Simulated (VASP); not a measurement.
# ScF3 (R-3c) in VASP: further runs

Runs on ScF3. Level: LDA. Tasks: single point, relaxation of volume and atoms at fixed shape.

Everything below comes from runs of VASP 6.6.1. Logs are shortened: lines on timing, memory, paths and dates and some standing lists are left out, and cuts for length are marked.

### 1 The cell of the first run

It takes space group R-3c (No. 167, trigonal). Conventional cell: a = 5.234 Å, b = 5.234 Å, c = 14.080 Å, α = 90.00°, β = 90.00°, γ = 120.00°. Sc (site symmetry -3) has 6 F at 1.99 Å within 2.6 Å. Within 2.6 Å of F (site symmetry 2) lie 2 Sc at 1.99 Å.

### 2 Single point, LDA

The input, INCAR:

```
PREC = Accurate ; ENCUT = 600
EDIFF = 1E-6 ; ISMEAR = 0
SIGMA = 0.05 ; LREAL = F
LASPH = T ; NELM = 120
ALGO = Normal ; ISIF = 2
LWAVE = F ; LCHARG = F
GGA = CA ; NBANDS = 42
GGA_COMPAT = F
```

The input, KPOINTS:

```
regular mesh
0
Gamma
  4 4 4
```

The input, POSCAR:

```
ScF3
1.0
    2.6168355559      1.5108307126      4.6934085275
   -2.6168355559      1.5108307126      4.6934085275
    0.0000000000     -3.0216614253      4.6934085275
Sc F
2 6
Direct
    0.5000000000      0.5000000000      0.5000000000
    0.0000000000      0.0000000000      0.0000000000
    0.3534189994      0.7500000000      0.1465810006
    0.7500000000      0.1465810006      0.3534189994
    0.2500000000      0.8534189994      0.6465810006
    0.1465810006      0.3534189994      0.7500000000
    0.6465810006      0.2500000000      0.8534189994
    0.8534189994      0.6465810006      0.2500000000
```

Potentials or basis: VASP PAW LDA potentials, release 64 (Sc_sv, F).

Started as:

```bash
cat potpaw_LDA.64/Sc_sv/POTCAR potpaw_LDA.64/F/POTCAR > POTCAR
mpirun -np 1 vasp_std > vasp.out
```

OUTCAR:

```text
PREC = Accurate
   ENCUT = 600
   EDIFF = 1E-6
   ISMEAR = 0
   LREAL = F
   LASPH = T
   NELM = 120
   ISIF = 2
   GGA = CA

 ion  position               nearest neighbor table
   1  0.500  0.500  0.500-   6 1.99   8 1.99   4 1.99   5 1.99   7 1.99   3 1.99
   2  0.000  0.000  0.000-   6 1.99   8 1.99   7 1.99   3 1.99   5 1.99   4 1.99
   3  0.353  0.750  0.147-   2 1.99   1 1.99
   4  0.750  0.147  0.353-   1 1.99   2 1.99
   5  0.250  0.853  0.647-   1 1.99   2 1.99
   6  0.147  0.353  0.750-   1 1.99   2 1.99
   7  0.647  0.250  0.853-   2 1.99   1 1.99
   8  0.853  0.647  0.250-   1 1.99   2 1.99

  LATTYP: Found a trigonal (rhomboedric) cell.
 ALAT       =     5.5819818501
 COS(alpha) =     0.5604522921

  Lattice vectors:

 A1 = (   2.6168355559,   1.5108307126,   4.6934085275)
 A2 = (  -2.6168355559,   1.5108307126,   4.6934085275)
 A3 = (   0.0000000000,  -3.0216614253,   4.6934085275)

Analysis of symmetry for initial positions (statically):
=====================================================================
 Subroutine PRICEL returns:
 Original cell was already a primitive cell.

 Routine SETGRP: Setting up the symmetry group for a
 trigonal (rhombohedral) supercell.

 Subroutine GETGRP returns: Found 12 space group operations
 (whereof  6 operations were pure point group operations)
 out of a pool of 12 trial point group operations.

The static configuration has the point symmetry S_6 .
 The point group associated with its full space group is D_3d.

Analysis of symmetry for dynamics (positions and initial velocities):
=====================================================================
 Subroutine PRICEL returns:
 Original cell was already a primitive cell.

 Routine SETGRP: Setting up the symmetry group for a
 trigonal (rhombohedral) supercell.

 Subroutine GETGRP returns: Found 12 space group operations
 (whereof  6 operations were pure point group operations)
 out of a pool of 12 trial point group operations.

The dynamic configuration has the point symmetry S_6 .
 The point group associated with its full space group is D_3d.

 Subroutine INISYM returns: Found 12 space group operations
 (whereof  6 operations are pure point group operations),
 and found     1 'primitive' translations

----------------------------------------------------------------------------------------

                                     Primitive cell

  volume of cell :     111.3350

  direct lattice vectors                    reciprocal lattice vectors
     2.616835556  1.510830713  4.693408527     0.191070470  0.110314587  0.071021589
    -2.616835556  1.510830713  4.693408527    -0.191070470  0.110314587  0.071021589
     0.000000000 -3.021661425  4.693408527     0.000000000 -0.220629175  0.071021589

  length of vectors
     5.581981850  5.581981850  5.581981850     0.231778556  0.231778556  0.231778556

  position of ions in fractional coordinates (direct lattice)
     0.500000000  0.500000000  0.500000000
     0.000000000  0.000000000  0.000000000
     0.353418999  0.750000000  0.146581001
     0.750000000  0.146581001  0.353418999
     0.250000000  0.853418999  0.646581001
     0.146581001  0.353418999  0.750000000
     0.646581001  0.250000000  0.853418999
     0.853418999  0.646581001  0.250000000

  ion indices of the primitive-cell ions
   primitive index   ion index
                 1           1
                 2           2
                 3           3
                 4           4
                 5           5
                 6           6
                 7           7
                 8           8

----------------------------------------------------------------------------------------

 KPOINTS: regular mesh

Automatic generation of k-mesh.
 Grid dimensions read from file:
 generate k-points for:    4    4    4

 Generating k-lattice:

  Cartesian coordinates                     Fractional coordinates (reciprocal lattice)
     0.047767618  0.027578647  0.017755397     0.250000000 -0.000000000  0.000000000
    -0.047767618  0.027578647  0.017755397    -0.000000000  0.250000000  0.000000000
     0.000000000 -0.055157294  0.017755397     0.000000000  0.000000000  0.250000000

  Length of vectors
     0.057944639  0.057944639  0.057944639

  Shift w.r.t. Gamma in fractional coordinates (k-lattice)
     0.000000000  0.000000000  0.000000000

 Subroutine IBZKPT returns following result:
 ===========================================

 Found     13 irreducible k-points:

 Following reciprocal coordinates:
            Coordinates               Weight
  0.000000  0.000000  0.000000      1.000000
  0.250000 -0.000000 -0.000000      6.000000
  0.500000 -0.000000 -0.000000      3.000000
  0.250000  0.250000 -0.000000      6.000000
  0.500000  0.250000 -0.000000     12.000000
 -0.250000  0.250000  0.000000      6.000000
  0.500000  0.500000 -0.000000      3.000000
  0.250000  0.250000  0.250000      2.000000
  0.500000  0.250000  0.250000      6.000000
 -0.250000  0.250000  0.250000      6.000000
  0.500000  0.500000  0.250000      6.000000
 -0.250000  0.500000  0.250000      6.000000
  0.500000  0.500000  0.500000      1.000000
   k-points           NKPTS =     13   k-points in BZ     NKDIM =     13   number of bands    NBANDS=     42
   number of dos      NEDOS =    301   number of ions     NIONS =      8
   total plane-waves  NPLWV = 110592
   dimension x,y,z NGX =    48 NGY =   48 NGZ =   48
   dimension x,y,z NGXF=    96 NGYF=   96 NGZF=   96
   ions per type =               2   6
   NGX,Y,Z   is equivalent  to a cutoff of  14.30, 14.30, 14.30 a.u.
   NGXF,Y,Z  is equivalent  to a cutoff of  28.59, 28.59, 28.59 a.u.
 SYSTEM =  unknown system
   PREC   = accura    normal or accurate (medium, high low for compatibility)
   ISTART =      0    job   : 0-new  1-cont  2-samecut
   ICHARG =      2    charge: 1-file 2-atom 10-const
   ISPIN  =      1    spin polarized calculation?
   LNONCOLLINEAR =      F non collinear calculations
   LSORBIT =      F    spin-orbit coupling
   LASPH  =      T    aspherical Exc in radial PAW
   ENCUT  =  600.0 eV  44.10 Ry    6.64 a.u.  11.15 11.15 11.15*2*pi/ulx,y,z
   NELM   =    120;   NELMIN=  2; NELMDL= -5     # of ELM steps
   EDIFF  = 0.1E-05   stopping-criterion for ELM
   LREAL  =      F    real-space projection
   EDIFFG = 0.1E-04   stopping-criterion for IOM
   NSW    =      0    number of steps for IOM
   IBRION =     -1    ionic relax: 0-MD 1-quasi-New 2-CG
   NFREE  =      0    steps in history (QN), initial steepest desc. (CG)
   ISIF   =      2    stress and relaxation
   ISYM   =      2    0-nonsym 1-usesym 2-fastsym
   POTIM  = 0.5000    time-step for ionic-motion
   TEBEG  =    0.0;   TEEND  =   0.0 temperature during run
   PSTRESS=    0.0 pullay stress
   NELECT =      64.0000    total number of electrons
   NUPDOWN=      -1.0000    fix difference up-down
   EMIN   =  10.00;   EMAX   =-10.00  energy-range for DOS
   EFERMI =   0.00;   METHOD = LEGACY
   ISMEAR =     0;   SIGMA  =   0.05  broadening in eV -4-tet -1-fermi 0-gaus
   EFERMI_NEDOS =   21; number of points for ismear=-14 and -15
   IALGO  =     38    algorithm
   IMIX   =      4    mixing-type and parameters
     AMIX     =   0.40;   BMIX     =  1.00
     AMIX_MAG =   1.60;   BMIX_MAG =  1.00
  volume/ion in A,a.u.               =      13.92        93.92
  Fermi-wavevector in a.u.,A,eV,Ry     =   1.361207  2.572308 25.210028  1.852885
  Thomas-Fermi vector in A             =   2.487803
   LORBIT       =      0    0 simple, 1 ext, 2 COOP (PROOUT), +10 PAW based schemes
   GGA     = CA    functional components
   LHFCALC =     F    Hartree Fock is set to
   AEXX    =    0.0000 exact exchange contribution
   IVDW    =     0    specifies the selected vdW correction
   LEPSILON=     F    determine dielectric tensor
   LRPA    =     F    only Hartree local field effects (RPA)
 non-spin polarized calculation
 Gauss-broadening in eV      SIGMA  =   0.05
  energy-cutoff  :      600.00
  volume of cell :      111.34
 maximum number of plane-waves:      3763
 NGX is ok and might be reduce to    48
   NGX = 23   NGY = 23   NGZ = 23

 number of electron      63.9999992 magnetization

 Free energy of the ion-electron system (eV)
  ---------------------------------------------------
  ext. energy  EPLUGINS =         0.00000000
  ---------------------------------------------------
  free energy    TOTEN  =       -59.16025284 eV

  energy without entropy =      -59.16025284  energy(sigma->0) =      -59.16025284

 E-fermi :  -3.0023     XC(G=0):  -9.7784

 val. band max:       -3.2252784455   @ k =   0.5000   0.5000  -0.0000
 cond. band min:       3.5189637948   @ k =   0.0000   0.0000   0.0000
 fundamental gap:      6.7442422403
 Fermi energy:        -3.0023013015

 k-point     1 :       0.0000    0.0000    0.0000
  band No.  band energies     occupation
      1     -48.0972      2.00000
      2     -48.0725      2.00000
      3     -27.7046      2.00000
      4     -27.6563      2.00000
      5     -27.6563      2.00000
      6     -27.1542      2.00000
[... 34 lines left out ...]
     41       5.7627      0.00000
     42       7.9039      0.00000

 k-point     2 :       0.2500   -0.0000   -0.0000
  band No.  band energies     occupation
      1     -48.0936      2.00000
      2     -48.0761      2.00000
      3     -27.6322      2.00000
      4     -27.5958      2.00000
      5     -27.5926      2.00000
      6     -27.2443      2.00000
[... 34 lines left out ...]
     41       5.9294      0.00000
     42       7.5275      0.00000

 k-point     3 :       0.5000   -0.0000   -0.0000
  band No.  band energies     occupation
      1     -48.0848      2.00000
      2     -48.0848      2.00000
      3     -27.4456      2.00000
      4     -27.4456      2.00000
      5     -27.4342      2.00000
      6     -27.4342      2.00000
[... 34 lines left out ...]
     41       6.6601      0.00000
     42       6.6603      0.00000

 k-point     4 :       0.2500    0.2500   -0.0000
  band No.  band energies     occupation
      1     -48.0931      2.00000
      2     -48.0766      2.00000
      3     -27.6945      2.00000
      4     -27.6633      2.00000
      5     -27.4451      2.00000
      6     -27.4241      2.00000
[... 349 lines left out ...]
     41       6.5055      0.00000
     42       7.3253      0.00000

 k-point    12 :      -0.2500    0.5000    0.2500
  band No.  band energies     occupation
      1     -48.0848      2.00000
      2     -48.0848      2.00000
      3     -27.6909      2.00000
      4     -27.6909      2.00000
      5     -27.4346      2.00000
      6     -27.4346      2.00000
[... 34 lines left out ...]
     41       7.1391      0.00000
     42       7.1392      0.00000

 k-point    13 :       0.5000    0.5000    0.5000
  band No.  band energies     occupation
      1     -48.0848      2.00000
      2     -48.0848      2.00000
      3     -27.4531      2.00000
      4     -27.4531      2.00000
      5     -27.4248      2.00000
      6     -27.4248      2.00000
[... 34 lines left out ...]
     41       7.1131      0.00000
     42       7.1823      0.00000

------------------------ aborting loop because EDIFF is reached ----------------------------------------

  FORCE on cell =-STRESS in cart. coord.  units (eV):
  Direction    XX          YY          ZZ          XY          YZ          ZX
  --------------------------------------------------------------------------------------
  -------------------------------------------------------------------------------------
  Total        0.8748984      0.8748984      0.3309286     -0.0000000     -0.0000000      0.0000000
  in kB       12.5903085     12.5903085      4.7622598     -0.0000000     -0.0000000      0.0000000
  external PRESSURE =       9.9809589 kB  Pullay stress =       0.0000000 kB

 VOLUME and BASIS-vectors are now :
 -----------------------------------------------------------------------------
  energy-cutoff  :      600.00
  volume of cell :      111.34
      direct lattice vectors                 reciprocal lattice vectors
     2.616835556  1.510830713  4.693408527     0.191070470  0.110314587  0.071021589
    -2.616835556  1.510830713  4.693408527    -0.191070470  0.110314587  0.071021589
     0.000000000 -3.021661425  4.693408527     0.000000000 -0.220629175  0.071021589

 POSITION                                       TOTAL-FORCE (eV/Angst)
 -----------------------------------------------------------------------------------
      0.00000     -0.00000      7.04011        -0.000000     -0.000000     -0.000000
      0.00000      0.00000      0.00000         0.000000     -0.000000     -0.000000
     -1.03779      1.22416      5.86676         0.032447      0.056199     -0.000000
      1.57905      0.28667      5.86676         0.032447     -0.056199     -0.000000
     -1.57905     -0.28667      8.21346        -0.032447      0.056199     -0.000000
     -0.54126     -1.51083      5.86676        -0.064893     -0.000000      0.000000
      1.03779     -1.22416      8.21346        -0.032447     -0.056199     -0.000000
      0.54126      1.51083      8.21346         0.064893     -0.000000      0.000000
 -----------------------------------------------------------------------------------
    total drift:                               -0.000000     -0.000000     -0.000000

  FREE ENERGIE OF THE ION-ELECTRON SYSTEM (eV)
  ---------------------------------------------------
  free  energy   TOTEN  =       -59.1602528387 eV

  energy  without entropy=      -59.1602528387  energy(sigma->0) =      -59.16025284
```

Run time: 76 s. Hardware: 1 thread of AMD EPYC 9R45 (Zen 5), shared host; peak memory 0.25 GiB.

What came out:

```
Free energy            : -59.1603 eV
Pressure               : 1.0 GPa
Largest force          : 0.065 eV/Å
Band gap on the k mesh : 6.74 eV
```

Forces in eV/Å, atoms in the order of the input:
```
Sc   0.000  0.000  0.000
Sc   0.000  0.000  0.000
F    0.032  0.056  0.000
F    0.032 -0.056  0.000
F   -0.032  0.056  0.000
F   -0.065  0.000  0.000
F   -0.032 -0.056  0.000
F    0.065  0.000  0.000
```

Levels at points of the mesh, in eV from the valence-band top:
```tsv
k point	band 29	band 30	band 31	band 32	band 33	band 34	band 35	band 36
(0.00, 0.00, 0.00)	-0.18	-0.18	-0.01	-0.01	6.74	6.74	6.79	7.74
(0.50, 0.00, 0.00)	-0.21	-0.21	-0.12	-0.12	7.41	7.41	7.43	7.43
(0.50, 0.50, 0.00)	-0.60	-0.33	-0.23	0.00	6.75	7.11	7.37	7.37
(0.50, 0.50, 0.50)	-0.15	-0.15	-0.15	-0.15	7.48	7.48	7.48	7.48
```

(Continued in part 2 of 2.)
